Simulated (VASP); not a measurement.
# WSe2 in VASP: single point with LDA

Aim: the single point of WSe2 with LDA.

Program: VASP 6.6.1. These are calculated values, not measurements. Logs are shortened: lines on timing, memory, paths and dates and some standing lists are left out, and cuts for length are marked.

## 1. The cell of the first run

The cell holds a slab with vacuum, 6 atoms: a = 3.249 Å, b = 3.249 Å, c = 23.628 Å, α = 90.00°, β = 90.00°, γ = 120.00°.

## 2. Single point, LDA (atoms displaced along a vibrational mode)

The input, INCAR:

```
SYSTEM = WSe2
PREC     = Accurate       ! precision mode
ENCUT    = 520            ! plane-wave cutoff, eV
EDIFF    = 1E-6           ! SCF threshold, eV
ISMEAR   = 0              ! smearing method
SIGMA    = 0.05           ! smearing width, eV
LREAL    = .False.        ! projectors in reciprocal space
LASPH    = .True.         ! aspherical terms in the spheres
NELM     = 100            ! most SCF steps
ALGO     = Normal         ! electronic algorithm
ISIF     = 2              ! what is computed and relaxed
LWAVE    = .False.        ! write WAVECAR
LCHARG   = .False.        ! write CHGCAR
GGA      = CA             ! functional
NBANDS   = 35             ! bands
```

The input, KPOINTS:

```
regular mesh
0
Gamma
  9 9 2
  0 0 0
```

The input, POSCAR:

```
WSe2
1.0
    3.2486079436      0.0000000000      0.0000000000
   -1.6243039718      2.8133770061      0.0000000000
    0.0000000000      0.0000000000     23.6283233151
W Se
2 4
Direct
    0.6614531698      0.3333333333      0.1354666708
    0.3333260596      0.6666666667      0.8645333292
    0.3394898165      0.6666666667      0.2058884835
    0.6666691998      0.3333333333      0.9351101390
    0.3393218965      0.6666666667      0.0648898610
    0.6666727447      0.3333333333      0.7941115165
```

Potentials or basis: VASP PAW LDA potentials, release 64 (W_sv, Se).

The run is started by

```sh
cat potpaw_LDA.64/W_sv/POTCAR potpaw_LDA.64/Se/POTCAR > POTCAR
mpirun -np 1 vasp_std > vasp.out
```

OUTCAR:

```text
SYSTEM = WSe2
   PREC = Accurate
   ENCUT = 520
   EDIFF = 1E-6
   ISMEAR = 0
   LREAL = .False.
   LASPH = .True.
   NELM = 100
   ISIF = 2
   GGA = CA

 ion  position               nearest neighbor table
   1  0.661  0.333  0.135-   3 2.48   5 2.49   3 2.51   5 2.51   3 2.53   5 2.53
   2  0.333  0.667  0.865-   6 2.51   6 2.51   6 2.51   4 2.51   4 2.51   4 2.51
   3  0.339  0.667  0.206-   1 2.48   1 2.51   1 2.53
   4  0.667  0.333  0.935-   2 2.51   2 2.51   2 2.51
   5  0.339  0.667  0.065-   1 2.49   1 2.51   1 2.53
   6  0.667  0.333  0.794-   2 2.51   2 2.51   2 2.51

  LATTYP: Found a hexagonal cell.
 ALAT       =     3.2486079436
 C/A-ratio  =     7.2733686937

  Lattice vectors:

 A1 = (   3.2486079436,   0.0000000000,   0.0000000000)
 A2 = (  -1.6243039718,   2.8133770061,   0.0000000000)
 A3 = (   0.0000000000,   0.0000000000,  23.6283233151)

Analysis of symmetry for initial positions (statically):
=====================================================================
 Subroutine PRICEL returns:
 Original cell was already a primitive cell.

 Routine SETGRP: Setting up the symmetry group for a
 hexagonal supercell.

 Subroutine GETGRP returns: Found  1 space group operations
 (whereof  1 operations were pure point group operations)
 out of a pool of 24 trial point group operations.

The static configuration has the point symmetry C_1 .

Analysis of symmetry for dynamics (positions and initial velocities):
=====================================================================
 Subroutine PRICEL returns:
 Original cell was already a primitive cell.

 Routine SETGRP: Setting up the symmetry group for a
 hexagonal supercell.

 Subroutine GETGRP returns: Found  1 space group operations
 (whereof  1 operations were pure point group operations)
 out of a pool of 24 trial point group operations.

The dynamic configuration has the point symmetry C_1 .

 Subroutine INISYM returns: Found  1 space group operations
 (whereof  1 operations are pure point group operations),
 and found     1 'primitive' translations

----------------------------------------------------------------------------------------

                                     Primitive cell

  volume of cell :     215.9525

  direct lattice vectors                    reciprocal lattice vectors
     3.248607944  0.000000000  0.000000000     0.307824156  0.177722360  0.000000000
    -1.624303972  2.813377006  0.000000000     0.000000000  0.355444719  0.000000000
     0.000000000  0.000000000 23.628323315     0.000000000  0.000000000  0.042322089

  length of vectors
     3.248607944  3.248607944 23.628323315     0.355444719  0.355444719  0.042322089

  position of ions in fractional coordinates (direct lattice)
     0.661453170  0.333333333  0.135466671
     0.333326060  0.666666667  0.864533329
     0.339489816  0.666666667  0.205888483
     0.666669200  0.333333333  0.935110139
     0.339321897  0.666666667  0.064889861
     0.666672745  0.333333333  0.794111517

  ion indices of the primitive-cell ions
   primitive index   ion index
                 1           1
                 2           2
                 3           3
                 4           4
                 5           5
                 6           6

----------------------------------------------------------------------------------------

 KPOINTS: regular mesh

Automatic generation of k-mesh.
 Grid dimensions read from file:
 generate k-points for:    9    9    2

 Generating k-lattice:

  Cartesian coordinates                     Fractional coordinates (reciprocal lattice)
     0.034202684  0.019746929  0.000000000     0.111111111 -0.000000000  0.000000000
     0.000000000  0.039493858  0.000000000     0.000000000  0.111111111  0.000000000
     0.000000000  0.000000000  0.021161044     0.000000000  0.000000000  0.500000000

  Length of vectors
     0.039493858  0.039493858  0.021161044

  Shift w.r.t. Gamma in fractional coordinates (k-lattice)
     0.000000000  0.000000000  0.000000000

 Subroutine IBZKPT returns following result:
 ===========================================

 Found     82 irreducible k-points:

 Following reciprocal coordinates:
            Coordinates               Weight
  0.000000  0.000000  0.000000      1.000000
  0.111111  0.000000  0.000000      2.000000
  0.000000  0.111111  0.000000      2.000000
 -0.111111  0.111111  0.000000      2.000000
  0.222222  0.000000  0.000000      2.000000
  0.000000  0.222222  0.000000      2.000000
[... 16 lines left out ...]
  0.333333  0.111111  0.000000      2.000000
 -0.111111  0.444444  0.000000      2.000000
 [... further k-points ...]
   k-points           NKPTS =     82   k-points in BZ     NKDIM =     82   number of bands    NBANDS=     35
   number of dos      NEDOS =    301   number of ions     NIONS =      6
   total plane-waves  NPLWV = 103680
   dimension x,y,z NGX =    24 NGY =   24 NGZ =  180
   dimension x,y,z NGXF=    48 NGYF=   48 NGZF=  360
   ions per type =               2   4
   NGX,Y,Z   is equivalent  to a cutoff of  12.28, 12.28, 12.66 a.u.
   NGXF,Y,Z  is equivalent  to a cutoff of  24.56, 24.56, 25.33 a.u.
 SYSTEM =  WSe2
   PREC   = accura    normal or accurate (medium, high low for compatibility)
   ISTART =      0    job   : 0-new  1-cont  2-samecut
   ICHARG =      2    charge: 1-file 2-atom 10-const
   ISPIN  =      1    spin polarized calculation?
   LNONCOLLINEAR =      F non collinear calculations
   LSORBIT =      F    spin-orbit coupling
   LASPH  =      T    aspherical Exc in radial PAW
   ENCUT  =  520.0 eV  38.22 Ry    6.18 a.u.   6.04  6.04 43.93*2*pi/ulx,y,z
   NELM   =    100;   NELMIN=  2; NELMDL= -5     # of ELM steps
   EDIFF  = 0.1E-05   stopping-criterion for ELM
   LREAL  =      F    real-space projection
   EDIFFG = 0.1E-04   stopping-criterion for IOM
   NSW    =      0    number of steps for IOM
   IBRION =     -1    ionic relax: 0-MD 1-quasi-New 2-CG
   NFREE  =      0    steps in history (QN), initial steepest desc. (CG)
   ISIF   =      2    stress and relaxation
   ISYM   =      2    0-nonsym 1-usesym 2-fastsym
   POTIM  = 0.5000    time-step for ionic-motion
   TEBEG  =    0.0;   TEEND  =   0.0 temperature during run
   PSTRESS=    0.0 pullay stress
   NELECT =      52.0000    total number of electrons
   NUPDOWN=      -1.0000    fix difference up-down
   EMIN   =  10.00;   EMAX   =-10.00  energy-range for DOS
   EFERMI =   0.00;   METHOD = LEGACY
   ISMEAR =     0;   SIGMA  =   0.05  broadening in eV -4-tet -1-fermi 0-gaus
   EFERMI_NEDOS =   21; number of points for ismear=-14 and -15
   IALGO  =     38    algorithm
   IMIX   =      4    mixing-type and parameters
     AMIX     =   0.40;   BMIX     =  1.00
     AMIX_MAG =   1.60;   BMIX_MAG =  1.00
  volume/ion in A,a.u.               =      35.99       242.89
  Fermi-wavevector in a.u.,A,eV,Ry     =   1.018490  1.924666 14.113608  1.037321
  Thomas-Fermi vector in A             =   2.151950
   LORBIT       =      0    0 simple, 1 ext, 2 COOP (PROOUT), +10 PAW based schemes
   GGA     = CA    functional components
   LHFCALC =     F    Hartree Fock is set to
   AEXX    =    0.0000 exact exchange contribution
   IVDW    =     0    specifies the selected vdW correction
   LEPSILON=     F    determine dielectric tensor
   LRPA    =     F    only Hartree local field effects (RPA)
 non-spin polarized calculation
 Gauss-broadening in eV      SIGMA  =   0.05
  energy-cutoff  :      520.00
  volume of cell :      215.95
 maximum number of plane-waves:      5916
   NGX = 13   NGY = 13   NGZ = 87

 number of electron      52.0000000 magnetization

 Free energy of the ion-electron system (eV)
  ---------------------------------------------------
  ext. energy  EPLUGINS =         0.00000000
  ---------------------------------------------------
  free energy    TOTEN  =       -48.35779888 eV

  energy without entropy =      -48.35779888  energy(sigma->0) =      -48.35779888

 E-fermi :   1.5514     XC(G=0):  -6.5341

 val. band max:        1.1388478011   @ k =   0.0000   0.0000   0.0000
 cond. band min:       2.4985202086   @ k =   0.2222   0.1111   0.0000
 fundamental gap:      1.3596724075
 Fermi energy:         1.5514458994

 k-point     1 :       0.0000    0.0000    0.0000
  band No.  band energies     occupation
      1     -72.5061      2.00000
      2     -72.5053      2.00000
      3     -37.0562      2.00000
      4     -37.0559      2.00000
      5     -36.8843      2.00000
      6     -36.8792      2.00000
[... 27 lines left out ...]
     34       4.4099      0.00000
     35       5.5699      0.00000

 k-point     2 :       0.1111    0.0000    0.0000
  band No.  band energies     occupation
      1     -72.5046      2.00000
      2     -72.5038      2.00000
      3     -37.0499      2.00000
      4     -37.0495      2.00000
      5     -36.9120      2.00000
      6     -36.9066      2.00000
[... 27 lines left out ...]
     34       4.5704      0.00000
     35       6.0114      0.00000

 k-point     3 :       0.0000    0.1111    0.0000
  band No.  band energies     occupation
      1     -72.5046      2.00000
      2     -72.5038      2.00000
      3     -37.0499      2.00000
      4     -37.0495      2.00000
      5     -36.9128      2.00000
      6     -36.9120      2.00000
[... 27 lines left out ...]
     34       4.4836      0.00000
     35       6.0123      0.00000

 k-point     4 :      -0.1111    0.1111    0.0000
  band No.  band energies     occupation
      1     -72.5046      2.00000
      2     -72.5038      2.00000
      3     -37.0498      2.00000
      4     -37.0495      2.00000
      5     -36.9167      2.00000
      6     -36.9120      2.00000
[... 27 lines left out ...]
     34       4.4349      0.00000
     35       6.0123      0.00000

 k-point     5 :       0.2222    0.0000    0.0000
  band No.  band energies     occupation
      1     -72.5007      2.00000
      2     -72.4999      2.00000
      3     -37.0340      2.00000
      4     -37.0334      2.00000
      5     -36.9942      2.00000
      6     -36.9879      2.00000
[... 638 lines left out ...]
 k-point    22 :       0.3333   -0.1111    0.0000
  band No.  band energies     occupation
      1     -72.4978      2.00000
      2     -72.4970      2.00000
      3     -37.0469      2.00000
      4     -37.0432      2.00000
      5     -37.0216      2.00000
      6     -37.0210      2.00000
[... 27 lines left out ...]
     34       5.5911      0.00000
     35       7.3179      0.00000

 k-point    23 :       0.3333    0.1111    0.0000
  band No.  band energies     occupation
      1     -72.4942      2.00000
      2     -72.4934      2.00000
      3     -37.1162      2.00000
      4     -37.1083      2.00000
      5     -37.0068      2.00000
      6     -37.0058      2.00000
[... 27 lines left out ...]
     34       5.6355      0.00000
     35       6.5946      0.00000

 k-point    24 :      -0.1111    0.4444    0.0000
  band No.  band energies     occupation
      1     -72.4942      2.00000
      2     -72.4933      2.00000
      3     -37.1180      2.00000
      4     -37.1162      2.00000
      5     -37.0059      2.00000
      6     -37.0058      2.00000
[... 27 lines left out ...]
     34       5.7689      0.00000
     35       6.5868      0.00000

 [... further k-points ...]

------------------------ aborting loop because EDIFF is reached ----------------------------------------

  FORCE on cell =-STRESS in cart. coord.  units (eV):
  Direction    XX          YY          ZZ          XY          YZ          ZX
  --------------------------------------------------------------------------------------
  -------------------------------------------------------------------------------------
  Total        0.5382984      0.5422151      0.7357351     -0.2921876      0.0005531     -0.0185573
  in kB        3.9937007      4.0227596      5.4585074     -2.1677750      0.0041037     -0.1376788
  external PRESSURE =       4.4916559 kB  Pullay stress =       0.0000000 kB

 VOLUME and BASIS-vectors are now :
 -----------------------------------------------------------------------------
  energy-cutoff  :      520.00
  volume of cell :      215.95
      direct lattice vectors                 reciprocal lattice vectors
     3.248607944  0.000000000  0.000000000     0.307824156  0.177722360  0.000000000
    -1.624303972  2.813377006  0.000000000     0.000000000  0.355444719  0.000000000
     0.000000000  0.000000000 23.628323315     0.000000000  0.000000000  0.042322089

 POSITION                                       TOTAL-FORCE (eV/Angst)
 -----------------------------------------------------------------------------------
      1.60737      0.93779      3.20085         0.718683     -0.008109     -0.000155
     -0.00002      1.87558     20.42747         0.001209     -0.000021     -0.000464
      0.02000      1.87558      4.86480        -0.364547      0.004262      0.121466
      1.62431      0.93779     22.09508        -0.000377      0.000054      0.104017
      0.01945      1.87558      1.53324        -0.354365      0.003806     -0.119833
      1.62432      0.93779     18.76352        -0.000603      0.000009     -0.105031
 -----------------------------------------------------------------------------------
    total drift:                                0.000561      0.000003     -0.000239

  FREE ENERGIE OF THE ION-ELECTRON SYSTEM (eV)
  ---------------------------------------------------
  free  energy   TOTEN  =       -48.3577988812 eV

  energy  without entropy=      -48.3577988812  energy(sigma->0) =      -48.35779888
```

Run time: 19 min. Hardware: 1 thread of Intel Xeon 8259CL, shared host; peak memory 0.61 GiB.

What came out:

```yaml
Free_energy: -48.3578 eV
Largest_force: 0.719 eV/Å
Band_gap_on_the_k_mesh: 1.36 eV (least direct gap 1.68 eV)
```

Forces in eV/Å, atoms in the order of the input:
```
W    0.719 -0.008  0.000
W    0.001  0.000  0.000
Se  -0.365  0.004  0.121
Se   0.000  0.000  0.104
Se  -0.354  0.004 -0.120
Se  -0.001  0.000 -0.105
```

Levels at points of the mesh, in eV from the valence-band top:
| k point | band 23 | band 24 | band 25 | band 26 | band 27 | band 28 | band 29 | band 30 |
| --- | --- | --- | --- | --- | --- | --- | --- | --- |
| (0.00, 0.00, 0.00) | -1.33 | -1.18 | -0.78 | 0.00 | 2.77 | 2.94 | 2.96 | 3.05 |
| (0.00, 0.00, 0.50) | -1.33 | -1.18 | -0.78 | 0.00 | 2.77 | 2.94 | 2.96 | 3.05 |

Caveat: the cell differs from its parent crystal (atoms displaced along a vibrational mode); spin-orbit coupling is left out, which moves the levels of the heavy elements.
